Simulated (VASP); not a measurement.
# In2Sb2Cl in VASP: further runs

In2Sb2Cl is run at these levels: PBE+D3(BJ); tasks: single point.

All numbers are computed with VASP 6.6.1; they aren't measurements. Logs are shortened: lines on timing, memory, paths and dates and some standing lists are left out, and cuts for length are marked.

### 1 The cell of the first run

The cell holds a slab with vacuum, 5 atoms: a = 4.629 Å, b = 4.629 Å, c = 22.015 Å, α = 90.00°, β = 90.00°, γ = 120.00°.

### 2 Single point, PBE+D3(BJ)

Contents of INCAR:

```
SYSTEM = In2Sb2Cl
PREC = Accurate
ENCUT = 520
EDIFF = 1E-6
ISMEAR = 0
SIGMA = 0.1
LREAL = .False.
LASPH = .True.
NELM = 100
ALGO = Normal
ISIF = 2
LWAVE = .False.
LCHARG = .True.
LDIPOL = .True.
IDIPOL = 3
DIPOL = 0.5 0.5 0.342
GGA = PE
IVDW = 12
LELF = .True.
LVHAR = .True.
LVACPOTAV = .True.
NBANDS = 30
```

Contents of KPOINTS:

```
regular mesh
0
Gamma
  6 6 1
  0 0 0
```

Contents of POSCAR:

```
In2Sb2Cl
1.0
    4.6293886023      0.0000000000      0.0000000000
   -2.3146943012      4.0091681336      0.0000000000
    0.0000000000      0.0000000000     22.0151773295
Sb In Cl
2 2 1
Direct
    0.0000000000      0.0000000000      0.1816928358
    0.3333333333      0.6666666667      0.3609342971
    0.3333333333      0.6666666667      0.2246164052
    0.6666666667      0.3333333333      0.3958713209
    0.8888888889      1.2222222222      0.5457679105
```

Potentials or basis: VASP PAW PBE potentials, release 64 (Sb, In_d, Cl).

On the command line:

```console
> cat potpaw_PBE.64/Sb/POTCAR potpaw_PBE.64/In_d/POTCAR potpaw_PBE.64/Cl/POTCAR > POTCAR
> mpirun -np 1 vasp_std > vasp.out
```

OUTCAR:

```text
SYSTEM = In2Sb2Cl
   PREC = Accurate
   ENCUT = 520
   EDIFF = 1E-6
   ISMEAR = 0
   LREAL = .False.
   LASPH = .True.
   NELM = 100
   ISIF = 2
   GGA = PE
   IVDW = 12
 IVDW          = 12

 ion  position               nearest neighbor table
   1  0.000  0.000  0.182-   3 2.83   3 2.83   3 2.83
   2  0.333  0.667  0.361-   4 2.78   4 2.78   4 2.78   3 3.00
   3  0.333  0.667  0.225-   1 2.83   1 2.83   1 2.83   2 3.00
   4  0.667  0.333  0.396-   2 2.78   2 2.78   2 2.78
   5  0.889  0.222  0.546-

  LATTYP: Found a hexagonal cell.
 ALAT       =     4.6293886023
 C/A-ratio  =     4.7555258849

  Lattice vectors:

 A1 = (   4.6293886023,   0.0000000000,   0.0000000000)
 A2 = (  -2.3146943012,   4.0091681336,   0.0000000000)
 A3 = (   0.0000000000,   0.0000000000,  22.0151773295)

Analysis of symmetry for initial positions (statically):
=====================================================================
 Subroutine PRICEL returns:
 Original cell was already a primitive cell.

 Routine SETGRP: Setting up the symmetry group for a
 hexagonal supercell.

 Subroutine GETGRP returns: Found  1 space group operations
 (whereof  1 operations were pure point group operations)
 out of a pool of 24 trial point group operations.

The static configuration has the point symmetry C_1 .

Analysis of symmetry for dynamics (positions and initial velocities):
=====================================================================
 Subroutine PRICEL returns:
 Original cell was already a primitive cell.

 Routine SETGRP: Setting up the symmetry group for a
 hexagonal supercell.

 Subroutine GETGRP returns: Found  1 space group operations
 (whereof  1 operations were pure point group operations)
 out of a pool of 24 trial point group operations.

The dynamic configuration has the point symmetry C_1 .

 Subroutine INISYM returns: Found  1 space group operations
 (whereof  1 operations are pure point group operations),
 and found     1 'primitive' translations

----------------------------------------------------------------------------------------

                                     Primitive cell

  volume of cell :     408.6016

  direct lattice vectors                    reciprocal lattice vectors
     4.629388602  0.000000000  0.000000000     0.216011246  0.124714151  0.000000000
    -2.314694301  4.009168134  0.000000000     0.000000000  0.249428302  0.000000000
     0.000000000  0.000000000 22.015177329     0.000000000  0.000000000  0.045423209

  length of vectors
     4.629388602  4.629388602 22.015177329     0.249428302  0.249428302  0.045423209

  position of ions in fractional coordinates (direct lattice)
     0.000000000  0.000000000  0.181692836
     0.333333333  0.666666667  0.360934297
     0.333333333  0.666666667  0.224616405
     0.666666667  0.333333333  0.395871321
     0.888888889  0.222222222  0.545767910

  ion indices of the primitive-cell ions
   primitive index   ion index
                 1           1
                 2           2
                 3           3
                 4           4
                 5           5

----------------------------------------------------------------------------------------

 KPOINTS: regular mesh

Automatic generation of k-mesh.
 Grid dimensions read from file:
 generate k-points for:    6    6    1

 Generating k-lattice:

  Cartesian coordinates                     Fractional coordinates (reciprocal lattice)
     0.036001874  0.020785692  0.000000000     0.166666667  0.000000000  0.000000000
     0.000000000  0.041571384  0.000000000     0.000000000  0.166666667  0.000000000
     0.000000000  0.000000000  0.045423209     0.000000000  0.000000000  1.000000000

  Length of vectors
     0.041571384  0.041571384  0.045423209

  Shift w.r.t. Gamma in fractional coordinates (k-lattice)
     0.000000000  0.000000000  0.000000000

 Subroutine IBZKPT returns following result:
 ===========================================

 Found     20 irreducible k-points:

 Following reciprocal coordinates:
            Coordinates               Weight
  0.000000  0.000000  0.000000      1.000000
  0.166667  0.000000  0.000000      2.000000
  0.000000  0.166667  0.000000      2.000000
 -0.166667  0.166667  0.000000      2.000000
  0.333333 -0.000000  0.000000      2.000000
  0.000000  0.333333  0.000000      2.000000
[... 12 lines left out ...]
  0.500000 -0.166667  0.000000      2.000000
  0.333333  0.333333  0.000000      2.000000
   k-points           NKPTS =     20   k-points in BZ     NKDIM =     20   number of bands    NBANDS=     30
   number of dos      NEDOS =    301   number of ions     NIONS =      5
   total plane-waves  NPLWV = 217728
   dimension x,y,z NGX =    36 NGY =   36 NGZ =  168
   dimension x,y,z NGXF=    72 NGYF=   72 NGZF=  336
   ions per type =               2   2   1
   NGX,Y,Z   is equivalent  to a cutoff of  12.93, 12.93, 12.69 a.u.
   NGXF,Y,Z  is equivalent  to a cutoff of  25.86, 25.86, 25.37 a.u.
 SYSTEM =  In2Sb2Cl
   PREC   = accura    normal or accurate (medium, high low for compatibility)
   ISTART =      0    job   : 0-new  1-cont  2-samecut
   ICHARG =      2    charge: 1-file 2-atom 10-const
   ISPIN  =      1    spin polarized calculation?
   LNONCOLLINEAR =      F non collinear calculations
   LSORBIT =      F    spin-orbit coupling
   LASPH  =      T    aspherical Exc in radial PAW
   ENCUT  =  520.0 eV  38.22 Ry    6.18 a.u.   8.61  8.61 40.93*2*pi/ulx,y,z
   NELM   =    100;   NELMIN=  2; NELMDL= -5     # of ELM steps
   EDIFF  = 0.1E-05   stopping-criterion for ELM
   LREAL  =      F    real-space projection
   EDIFFG = 0.1E-04   stopping-criterion for IOM
   NSW    =      0    number of steps for IOM
   IBRION =     -1    ionic relax: 0-MD 1-quasi-New 2-CG
   NFREE  =      0    steps in history (QN), initial steepest desc. (CG)
   ISIF   =      2    stress and relaxation
   ISYM   =      2    0-nonsym 1-usesym 2-fastsym
   POTIM  = 0.5000    time-step for ionic-motion
   TEBEG  =    0.0;   TEEND  =   0.0 temperature during run
   PSTRESS=    0.0 pullay stress
   NELECT =      43.0000    total number of electrons
   NUPDOWN=      -1.0000    fix difference up-down
   EMIN   =  10.00;   EMAX   =-10.00  energy-range for DOS
   EFERMI =   0.00;   METHOD = LEGACY
   ISMEAR =     0;   SIGMA  =   0.10  broadening in eV -4-tet -1-fermi 0-gaus
   EFERMI_NEDOS =   21; number of points for ismear=-14 and -15
   IALGO  =     38    algorithm
   IMIX   =      4    mixing-type and parameters
     AMIX     =   0.40;   BMIX     =  1.00
     AMIX_MAG =   1.60;   BMIX_MAG =  1.00
  volume/ion in A,a.u.               =      81.72       551.48
  Fermi-wavevector in a.u.,A,eV,Ry     =   0.772914  1.460595  8.128058  0.597395
  Thomas-Fermi vector in A             =   1.874646
   LORBIT       =      0    0 simple, 1 ext, 2 COOP (PROOUT), +10 PAW based schemes
   GGA     = PE    functional components
   LHFCALC =     F    Hartree Fock is set to
   AEXX    =    0.0000 exact exchange contribution
   IVDW    =    12    specifies the selected vdW correction
   LEPSILON=     F    determine dielectric tensor
   LRPA    =     F    only Hartree local field effects (RPA)
 non-spin polarized calculation
 Gauss-broadening in eV      SIGMA  =   0.10
  energy-cutoff  :      520.00
  volume of cell :      408.60
 maximum number of plane-waves:     11067
 NGX is ok and might be reduce to    36
   NGX = 17   NGY = 17   NGZ = 81

 number of electron      43.0000013 magnetization

 dipolmoment           0.000000      0.000000      0.329202 electrons x Angstroem

 Free energy of the ion-electron system (eV)
  ---------------------------------------------------
  ext. energy  EPLUGINS =         0.00000000
  ---------------------------------------------------
  free energy    TOTEN  =       -14.06493878 eV

  energy without entropy =      -13.99481806  energy(sigma->0) =      -14.02987842

 E-fermi :  -2.6055     XC(G=0):  -4.2267

 val. band max:       -2.6143983461   @ k =   0.1667   0.0000   0.0000
 cond. band min:      -2.6029711712   @ k =  -0.1667   0.1667   0.0000
 fundamental gap:      0.0114271749
 Fermi energy:        -2.6054974464

 k-point     1 :       0.0000    0.0000    0.0000
  band No.  band energies     occupation
      1     -17.0839      2.00000
      2     -17.0570      2.00000
      3     -17.0405      2.00000
      4     -16.9940      2.00000
      5     -16.9813      2.00000
      6     -16.6116      2.00000
[... 22 lines left out ...]
     29       1.6340      0.00000
     30       2.1395      0.00000

 k-point     2 :       0.1667    0.0000    0.0000
  band No.  band energies     occupation
      1     -17.0893      2.00000
      2     -17.0534      2.00000
      3     -17.0375      2.00000
      4     -16.9924      2.00000
      5     -16.9817      2.00000
      6     -16.6123      2.00000
[... 22 lines left out ...]
     29       2.4055      0.00000
     30       2.4937      0.00000

 k-point     3 :       0.0000    0.1667    0.0000
  band No.  band energies     occupation
      1     -17.0886      2.00000
      2     -17.0540      2.00000
      3     -17.0377      2.00000
      4     -16.9934      2.00000
      5     -16.9807      2.00000
      6     -16.6123      2.00000
[... 22 lines left out ...]
     29       2.4053      0.00000
     30       2.4948      0.00000

 k-point     4 :      -0.1667    0.1667    0.0000
  band No.  band energies     occupation
      1     -17.0842      2.00000
      2     -17.0533      2.00000
      3     -17.0440      2.00000
      4     -16.9948      2.00000
      5     -16.9781      2.00000
      6     -16.6120      2.00000
[... 484 lines left out ...]
     29       3.3238      0.00000
     30       3.6315      0.00000

 k-point    19 :       0.5000   -0.1667    0.0000
  band No.  band energies     occupation
      1     -17.1048      2.00000
      2     -17.0411      2.00000
      3     -17.0348      2.00000
      4     -16.9930      2.00000
      5     -16.9734      2.00000
      6     -16.6237      2.00000
[... 22 lines left out ...]
     29       3.3229      0.00000
     30       3.6274      0.00000

 k-point    20 :       0.3333    0.3333    0.0000
  band No.  band energies     occupation
      1     -17.1033      2.00000
      2     -17.0417      2.00000
      3     -17.0352      2.00000
      4     -16.9929      2.00000
      5     -16.9729      2.00000
      6     -16.6232      2.00000
[... 22 lines left out ...]
     29       3.4731      0.00000
     30       3.7947      0.00000

------------------------ aborting loop because EDIFF is reached ----------------------------------------

 Edisp (eV)   -0.99473

 E8    (eV) :    -0.4823

  FORCE on cell =-STRESS in cart. coord.  units (eV):
  Direction    XX          YY          ZZ          XY          YZ          ZX
  --------------------------------------------------------------------------------------
  -------------------------------------------------------------------------------------
  Total      -0.24119     0.14006    -3.94706     0.20094     0.30356    -0.86262
  in kB      -0.94574     0.54919   -15.47691     0.78790     1.19028    -3.38242
  external pressure =       -5.29 kB  Pullay stress =        0.00 kB

 VOLUME and BASIS-vectors are now :
 -----------------------------------------------------------------------------
  energy-cutoff  :      520.00
  volume of cell :      408.60
      direct lattice vectors                 reciprocal lattice vectors
     4.629388602  0.000000000  0.000000000     0.216011246  0.124714151  0.000000000
    -2.314694301  4.009168134  0.000000000     0.000000000  0.249428302  0.000000000
     0.000000000  0.000000000 22.015177329     0.000000000  0.000000000  0.045423209

 POSITION                                       TOTAL-FORCE (eV/Angst)
 -----------------------------------------------------------------------------------
      0.00000      0.00000      4.00000         0.001291     -0.000355     -0.115616
     -0.00000      2.67278      7.94603         0.013406      0.003753     -0.320829
     -0.00000      2.67278      4.94497         0.001466     -0.000192      0.363714
      2.31469      1.33639      8.71518         0.238506     -0.095351      1.086020
      3.60064      0.89093     12.01518        -0.254670      0.092145     -1.013289
 -----------------------------------------------------------------------------------
    total drift:                                0.000027      0.000152     -0.000188

  FREE ENERGIE OF THE ION-ELECTRON SYSTEM (eV)
  ---------------------------------------------------
  free  energy   TOTEN  =       -15.0596669096 eV

  energy  without entropy=      -14.9895461930  energy(sigma->0) =      -15.02460655

 vacuum level on the upper side and lower side of the slab         5.865         2.656
```

It took 4.9 min on 1 thread of AMD EPYC 9R45 (Zen 5), shared host; peak memory 0.64 GiB.

Results:

```yaml
Free_energy: -15.0597 eV
Largest_force: 1.116 eV/Å
Band_gap_on_the_k_mesh: zero (an odd number of electrons rules out a gap without spin polarisation)
Dispersion_energy_per_atom: -0.199 eV
```

Forces in eV/Å, atoms in the order of the input:
```
Sb   0.001  0.000 -0.116
Sb   0.013  0.004 -0.321
In   0.001  0.000  0.364
In   0.239 -0.095  1.086
Cl  -0.255  0.092 -1.013
```

Caveat: spin-orbit coupling is left out, which moves the levels of the heavy elements; an odd number of electrons without spin polarisation forces a metal; a magnetic or distorted state may lie lower.

### 3 Single point, PBE+D3(BJ)

Contents of INCAR:

```
SYSTEM = In2Sb2Cl
  ALGO = Normal
  DIPOL = 0.5 0.5 0.342
  EDIFF = 1E-6
  ENCUT = 520
  GGA = PE
  IDIPOL = 3
  ISIF = 2
  ISMEAR = 0
  IVDW = 12
  LASPH = .True.
  LCHARG = .True.
  LDIPOL = .True.
  LELF = .True.
  LREAL = .False.
  LVACPOTAV = .True.
  LVHAR = .True.
  LWAVE = .False.
  NBANDS = 30
  NELM = 100
  PREC = Accurate
  SIGMA = 0.1
```

Contents of KPOINTS:

```
k-points
0
Gamma
  6 6 1
  0 0 0
```

POSCAR: that of step 2 with these lines changed.

```diff
@@ -12,2 +12,2 @@
     0.6666666667      0.3333333333      0.3958713209
-    0.8888888889      1.2222222222      0.5457679105
+    1.5555555556      0.5555555556      0.5457679105
```

Potentials or basis: VASP PAW PBE potentials, release 64 (Sb, In_d, Cl).

On the command line:

```console
> cat potpaw_PBE.64/Sb/POTCAR potpaw_PBE.64/In_d/POTCAR potpaw_PBE.64/Cl/POTCAR > POTCAR
> mpirun -np 1 vasp_std > vasp.out
```

It took 4.6 min on 1 thread of AMD EPYC 9R45 (Zen 5), shared host; peak memory 0.62 GiB.

The run converged. Its results:

```yaml
Free_energy: -15.0622 eV
Largest_force: 1.108 eV/Å
Band_gap_on_the_k_mesh: zero (an odd number of electrons rules out a gap without spin polarisation)
Dispersion_energy_per_atom: -0.199 eV
```

Forces in eV/Å, atoms in the order of the input:
```
Sb  -0.002  0.002 -0.096
Sb  -0.028  0.015 -0.299
In  -0.003  0.001  0.341
In  -0.170  0.157  1.084
Cl   0.202 -0.175 -1.030
```

Levels at points of the mesh, in eV from the Fermi level:
| k point | band 20 | band 21 | band 22 | band 23 | band 24 | band 25 |
| --- | --- | --- | --- | --- | --- | --- |
| (0.00, 0.00, 0.00) | 0.02 | 0.25 | 0.25 | 0.68 | 1.09 | 3.20 |
| (0.50, 0.00, 0.00) | -0.43 | -0.18 | -0.10 | 1.35 | 1.95 | 2.42 |
| (0.00, 0.50, 0.00) | -0.42 | -0.17 | -0.09 | 1.36 | 1.94 | 2.40 |
| (0.50, 0.50, 0.00) | -0.37 | -0.31 | -0.07 | 1.33 | 1.94 | 2.53 |

Caveat: spin-orbit coupling is left out, which moves the levels of the heavy elements; an odd number of electrons without spin polarisation forces a metal; a magnetic or distorted state may lie lower.

### 4 Single point, PBE+D3(BJ)

Contents of INCAR:

```
SYSTEM = In2Sb2Cl
ALGO     = Normal         ! electronic algorithm
DIPOL    = 0.5 0.5 0.342
EDIFF    = 1E-6           ! SCF threshold, eV
ENCUT    = 520            ! plane-wave cutoff, eV
GGA      = PE             ! functional
IDIPOL   = 3            
ISIF     = 2              ! what is computed and relaxed
ISMEAR   = 0              ! smearing method
IVDW     = 12             ! dispersion correction
LASPH    = .True.         ! aspherical terms in the spheres
LCHARG   = .False.        ! write CHGCAR
LDIPOL   = .True.       
LREAL    = .False.        ! projectors in reciprocal space
LWAVE    = .False.        ! write WAVECAR
NBANDS   = 30             ! bands
NELM     = 100            ! most SCF steps
PREC     = Accurate       ! precision mode
SIGMA    = 0.1            ! smearing width, eV
```

KPOINTS is that of step 3.

POSCAR: that of step 3 with these lines changed.

```diff
@@ -12,2 +12,2 @@
     0.6666666667      0.3333333333      0.3958713209
-    1.5555555556      0.5555555556      0.5457679105
+    0.7777777778      0.7777777778      0.5457679105
```

On the command line:

```console
> cat potpaw_PBE.64/Sb/POTCAR potpaw_PBE.64/In_d/POTCAR potpaw_PBE.64/Cl/POTCAR > POTCAR
> mpirun -np 1 vasp_std > vasp.out
```

Run time: 4.4 min. Hardware: 1 thread of AMD EPYC 9R45 (Zen 5), shared host; peak memory 0.6 GiB.

It converged, with:

| Quantity | Value |
| --- | --- |
| Free energy | -14.9454 eV |
| Largest force | 0.885 eV/Å |
| Band gap on the k mesh | zero (an odd number of electrons rules out a gap without spin polarisation) |
| Dispersion energy per atom | -0.199 eV |

Forces on the atoms (eV/Å):
```
Sb   0.001  0.002 -0.108
Sb  -0.015  0.001 -0.259
In  -0.002  0.000  0.330
In  -0.019  0.174  0.867
Cl   0.036 -0.177 -0.830
```

Levels at points of the mesh, in eV from the Fermi level:
```tsv
k point	band 20	band 21	band 22	band 23	band 24	band 25
(0.00, 0.00, 0.00)	0.03	0.26	0.26	0.66	1.09	3.13
(0.50, 0.00, 0.00)	-0.38	-0.22	-0.08	1.27	1.96	2.44
(0.00, 0.50, 0.00)	-0.37	-0.17	-0.08	1.29	1.93	2.40
(0.50, 0.50, 0.00)	-0.31	-0.29	-0.08	1.28	1.94	2.47
```

Caveat: spin-orbit coupling is left out, which moves the levels of the heavy elements; an odd number of electrons without spin polarisation forces a metal; a magnetic or distorted state may lie lower.

### 5 Single point, PBE+D3(BJ)

Contents of INCAR:

```
SYSTEM = In2Sb2Cl
PREC = Accurate
ENCUT = 520
EDIFF = 1E-7
ISMEAR = 0
SIGMA = 0.1
LREAL = .FALSE.
LASPH = .TRUE.
NELM = 60
ALGO = Normal
ISIF = 2
LWAVE = .FALSE.
LCHARG = .FALSE.
LDIPOL = .TRUE.
IDIPOL = 3
DIPOL = 0.5 0.5 0.342
GGA = PE
IVDW = 12
NBANDS = 30
```

Contents of KPOINTS:

```
regular mesh
0
G
  6 6 1
  0 0 0
```

POSCAR: that of step 4 with these lines changed.

```diff
@@ -12,2 +12,2 @@
     0.6666666667      0.3333333333      0.3958713209
-    0.7777777778      0.7777777778      0.5457679105
+    1.1111111111      0.4444444444      0.5457679105
```

On the command line:

```console
> cat potpaw_PBE.64/Sb/POTCAR potpaw_PBE.64/In_d/POTCAR potpaw_PBE.64/Cl/POTCAR > POTCAR
> mpirun -np 1 vasp_std > vasp.out
```

It took 5 min on 1 thread of AMD EPYC 9R45 (Zen 5), shared host; peak memory 0.64 GiB.

The run converged. Its results:

```yaml
Free_energy: -14.9489 eV
Largest_force: 0.870 eV/Å
Band_gap_on_the_k_mesh: zero (an odd number of electrons rules out a gap without spin polarisation)
Dispersion_energy_per_atom: -0.199 eV
```

Forces in eV/Å, atoms in the order of the input:
```
Sb   0.002 -0.002 -0.080
Sb   0.017  0.015 -0.226
In   0.003  0.004  0.296
In   0.149  0.033  0.857
Cl  -0.170 -0.050 -0.847
```

Levels at points of the mesh, in eV from the Fermi level:
| k point | band 20 | band 21 | band 22 | band 23 | band 24 | band 25 |
| --- | --- | --- | --- | --- | --- | --- |
| (0.00, 0.00, 0.00) | 0.02 | 0.24 | 0.25 | 0.65 | 1.08 | 3.10 |
| (0.50, 0.00, 0.00) | -0.38 | -0.27 | -0.07 | 1.24 | 1.90 | 2.44 |
| (0.00, 0.50, 0.00) | -0.42 | -0.18 | -0.09 | 1.23 | 1.93 | 2.36 |
| (0.50, 0.50, 0.00) | -0.41 | -0.17 | -0.09 | 1.25 | 1.91 | 2.36 |

Caveat: spin-orbit coupling is left out, which moves the levels of the heavy elements; an odd number of electrons without spin polarisation forces a metal; a magnetic or distorted state may lie lower.

### 6 Summary

| cell | gap on the mesh (eV) | largest force (eV/Å) |
| --- | --- | --- |
| as given, atomic positions A | none | 1.12 |
| as given, atomic positions B | none | 1.11 |
| as given, atomic positions C | none | 0.88 |
| as given, atomic positions D | none | 0.87 |

Alike in all rows: task single point; level PBE+D3(BJ); potentials or basis VASP PAW PBE potentials, release 64 (Sb, In_d, Cl); no spin polarisation; k mesh 6 × 6 × 1; cutoff (eV) 520; smearing gaussian 0.1 eV.

Caveats: spin-orbit coupling is left out, which moves the levels of the heavy elements; an odd number of electrons without spin polarisation forces a metal; a magnetic or distorted state may lie lower.

Absolute energies hang on the potentials; compare differences alone.
